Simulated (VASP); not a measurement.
# KI (I4/mmm) in VASP: single point with PBE

Aim: the single point of KI with PBE.

Program: VASP 6.6.1. These are calculated values, not measurements. Logs are shortened: lines on timing, memory, paths and dates and some standing lists are left out, and cuts for length are marked.

### Step 1. The cell of the first run

Symmetry: I4/mmm, No. 139, tetragonal system. The conventional cell has a = 4.904 Å, b = 4.904 Å, c = 7.282 Å, α = 90.00°, β = 90.00°, γ = 90.00°. Within 4.6 Å of K (site symmetry 4/mmm) lie 6 I at 3.47 to 3.64 Å. I (site symmetry 4/mmm) has 6 K at 3.47 to 3.64 Å within 4.6 Å.

### Step 2. Single point, PBE

INCAR reads:

```
SYSTEM = KI
  ALGO = Normal
  EDIFF = 1E-7
  ENCUT = 520
  GGA = PE
  ISIF = 2
  ISMEAR = 0
  LASPH = .True.
  LCHARG = .False.
  LREAL = .False.
  LWAVE = .False.
  NBANDS = 15
  NELM = 100
  PREC = Accurate
  SIGMA = 0.05
```

KPOINTS reads:

```
k-points
0
Gamma
  6 6 6
  0 0 0
```

POSCAR reads:

```
KI
1.0
    0.0000000000      3.4676924768      3.6410771007
    3.4676924768      0.0000000000      3.6410771007
    3.4676924768      3.4676924768      0.0000000000
K I
1 1
Direct
    0.0000000000      0.0000000000      0.0000000000
    0.5000000000      0.5000000000      0.5000000000
```

Potentials or basis: VASP PAW PBE potentials, release 64 (K_sv, I).

Command:

```console
$ cat potpaw_PBE.64/K_sv/POTCAR potpaw_PBE.64/I/POTCAR > POTCAR
$ mpirun -np 1 vasp_std > vasp.out
```

OUTCAR:

```text
SYSTEM = KI
   EDIFF = 1E-7
   ENCUT = 520
   GGA = PE
   ISIF = 2
   ISMEAR = 0
   LASPH = .True.
   LREAL = .False.
   NELM = 100
   PREC = Accurate

 ion  position               nearest neighbor table
   1  0.000  0.000  0.000-   2 3.47   2 3.47   2 3.47   2 3.47   2 3.64   2 3.64
   2  0.500  0.500  0.500-   1 3.47   1 3.47   1 3.47   1 3.47   1 3.64   1 3.64

  LATTYP: Found a body centered tetragonal cell.
 ALAT       =     4.9040577308
 C/A-ratio  =     1.4849242405

  Lattice vectors:

 A1 = (  -3.4676924768,   0.0000000000,   3.6410771007)
 A2 = (   3.4676924768,   0.0000000000,   3.6410771007)
 A3 = (   0.0000000000,   3.4676924768,  -3.6410771007)

Analysis of symmetry for initial positions (statically):
=====================================================================
 Subroutine PRICEL returns:
 Original cell was already a primitive cell.

 Routine SETGRP: Setting up the symmetry group for a
 body centered tetragonal supercell.

 Subroutine GETGRP returns: Found 16 space group operations
 (whereof 16 operations were pure point group operations)
 out of a pool of 16 trial point group operations.

The static configuration has the point symmetry D_4h.

Analysis of symmetry for dynamics (positions and initial velocities):
=====================================================================
 Subroutine PRICEL returns:
 Original cell was already a primitive cell.

 Routine SETGRP: Setting up the symmetry group for a
 body centered tetragonal supercell.

 Subroutine GETGRP returns: Found 16 space group operations
 (whereof 16 operations were pure point group operations)
 out of a pool of 16 trial point group operations.

The dynamic configuration has the point symmetry D_4h.

 Subroutine INISYM returns: Found 16 space group operations
 (whereof 16 operations are pure point group operations),
 and found     1 'primitive' translations

----------------------------------------------------------------------------------------

                                     Primitive cell

  volume of cell :      87.5671

  direct lattice vectors                    reciprocal lattice vectors
     0.000000000  3.467692477  3.641077101    -0.144188103  0.144188103  0.137322003
     3.467692477  0.000000000  3.641077101     0.144188103 -0.144188103  0.137322003
     3.467692477  3.467692477  0.000000000     0.144188103  0.144188103 -0.137322003

  length of vectors
     5.028154091  5.028154091  4.904057731     0.245840905  0.245840905  0.245840905

[... 86 lines left out ...]
   ISIF   =      2    stress and relaxation
   ISYM   =      2    0-nonsym 1-usesym 2-fastsym
   POTIM  = 0.5000    time-step for ionic-motion
   TEBEG  =    0.0;   TEEND  =   0.0 temperature during run
   PSTRESS=    0.0 pullay stress
   NELECT =      16.0000    total number of electrons
   NUPDOWN=      -1.0000    fix difference up-down
   EMIN   =  10.00;   EMAX   =-10.00  energy-range for DOS
   EFERMI =   0.00;   METHOD = LEGACY
   ISMEAR =     0;   SIGMA  =   0.05  broadening in eV -4-tet -1-fermi 0-gaus
   EFERMI_NEDOS =   21; number of points for ismear=-14 and -15
   IALGO  =     38    algorithm
   IMIX   =      4    mixing-type and parameters
     AMIX     =   0.40;   BMIX     =  1.00
     AMIX_MAG =   1.60;   BMIX_MAG =  1.00
  volume/ion in A,a.u.               =      43.78       295.47
  Fermi-wavevector in a.u.,A,eV,Ry     =   0.928969  1.755497 11.741598  0.862983
  Thomas-Fermi vector in A             =   2.055202
   LORBIT       =      0    0 simple, 1 ext, 2 COOP (PROOUT), +10 PAW based schemes
   GGA     = PE    functional components
   LHFCALC =     F    Hartree Fock is set to
   AEXX    =    0.0000 exact exchange contribution
   IVDW    =     0    specifies the selected vdW correction
   LEPSILON=     F    determine dielectric tensor
   LRPA    =     F    only Hartree local field effects (RPA)
 non-spin polarized calculation
 Gauss-broadening in eV      SIGMA  =   0.05
  energy-cutoff  :      520.00
  volume of cell :       87.57
 maximum number of plane-waves:      2371
 NGX is ok and might be reduce to    40
   NGX = 19   NGY = 19   NGZ = 19

 number of electron      16.0000000 magnetization

 Free energy of the ion-electron system (eV)
  ---------------------------------------------------
  ext. energy  EPLUGINS =         0.00000000
  ---------------------------------------------------
  free energy    TOTEN  =        -5.54245559 eV

  energy without entropy =       -5.54245559  energy(sigma->0) =       -5.54245559

 E-fermi :  -0.1514     XC(G=0):  -7.2018

 val. band max:       -0.3739416839   @ k =   0.0000   0.0000   0.0000
 cond. band min:       3.5962485168   @ k =   0.0000   0.0000   0.0000
 fundamental gap:      3.9701902008
 Fermi energy:        -0.1514257216

 k-point     1 :       0.0000    0.0000    0.0000
  band No.  band energies     occupation
      1     -28.8640      2.00000
      2     -12.3543      2.00000
      3     -12.3538      2.00000
      4     -12.3538      2.00000
      5     -10.8944      2.00000
      6      -0.3883      2.00000
      7      -0.3739      2.00000
      8      -0.3739      2.00000
      9       3.5962      0.00000
     10       5.9249      0.00000
     11       6.2176      0.00000
     12       6.2176      0.00000
     13       6.7547      0.00000
     14       6.9303      0.00000
[... 401 lines left out ...]
      2     -12.4221      2.00000
      3     -12.3803      2.00000
      4     -12.3695      2.00000
      5     -10.7042      2.00000
      6      -1.3525      2.00000
      7      -0.9160      2.00000
      8      -0.7581      2.00000
      9       4.9353      0.00000
     10       5.8587      0.00000
     11       7.3750      0.00000
     12       7.8611      0.00000
     13       8.5629      0.00000
     14       8.9407      0.00000
     15       9.5384      0.00000

 [... further k-points ...]
[... 5 lines left out ...]
  --------------------------------------------------------------------------------------
  -------------------------------------------------------------------------------------
  Total        0.6618804      0.6618804     -0.0189372      0.0000000      0.0000000     -0.0000000
  in kB       12.1101374     12.1101374     -0.3464849      0.0000000      0.0000000     -0.0000000
  external PRESSURE =       7.9579300 kB  Pullay stress =       0.0000000 kB

 VOLUME and BASIS-vectors are now :
 -----------------------------------------------------------------------------
  energy-cutoff  :      520.00
  volume of cell :       87.57
      direct lattice vectors                 reciprocal lattice vectors
     0.000000000  3.467692477  3.641077101    -0.144188103  0.144188103  0.137322003
     3.467692477  0.000000000  3.641077101     0.144188103 -0.144188103  0.137322003
     3.467692477  3.467692477  0.000000000     0.144188103  0.144188103 -0.137322003

 POSITION                                       TOTAL-FORCE (eV/Angst)
 -----------------------------------------------------------------------------------
      0.00000      0.00000      0.00000         0.000000     -0.000000      0.000000
      3.46769      3.46769      3.64108        -0.000000      0.000000     -0.000000
 -----------------------------------------------------------------------------------
    total drift:                                0.000000     -0.000000     -0.000000

  FREE ENERGIE OF THE ION-ELECTRON SYSTEM (eV)
  ---------------------------------------------------
  free  energy   TOTEN  =        -5.5424555926 eV

  energy  without entropy=       -5.5424555926  energy(sigma->0) =       -5.54245559
```

stdout:

```text
POSCAR found type information on POSCAR K I
 POSCAR found :  2 types and       2 ions
 scaLAPACK will be used
 LDA part: xc-table for (Slater+PW92), standard interpolation
 POSCAR, INCAR and KPOINTS ok, starting setup
 FFT: planning ... GRIDC
 FFT: planning ... GRID_SOFT
 FFT: planning ... GRID
 WAVECAR not read
 entering main loop
```

Run time: 45 s. Hardware: 1 thread of Intel Xeon Platinum 8375C at 2.90GHz (Ice Lake), shared host; peak memory 0.24 GiB.

Results:

```yaml
Free_energy: -5.5425 eV
Pressure: 0.8 GPa
Band_gap_on_the_k_mesh: 3.97 eV, direct
```

Stress tensor (GPa, compression positive):
```
 1.21  0.00  0.00
 0.00  1.21  0.00
 0.00  0.00 -0.03
```

Levels at points of the mesh, in eV from the valence-band top:
| k point | band 6 | band 7 | band 8 | band 9 | band 10 | band 11 |
| --- | --- | --- | --- | --- | --- | --- |
| (0.00, 0.00, 0.00) | -0.01 | 0.00 | 0.00 | 3.97 | 6.30 | 6.59 |
| (0.50, 0.00, 0.00) | -1.35 | -0.36 | -0.34 | 5.52 | 7.72 | 7.99 |
| (0.50, 0.50, 0.00) | -1.04 | -0.32 | -0.32 | 4.94 | 5.79 | 8.03 |
| (0.50, 0.00, 0.50) | -1.00 | -0.43 | -0.37 | 4.91 | 5.79 | 8.13 |

Caveat: spin-orbit coupling is left out, which moves the levels of the heavy elements.
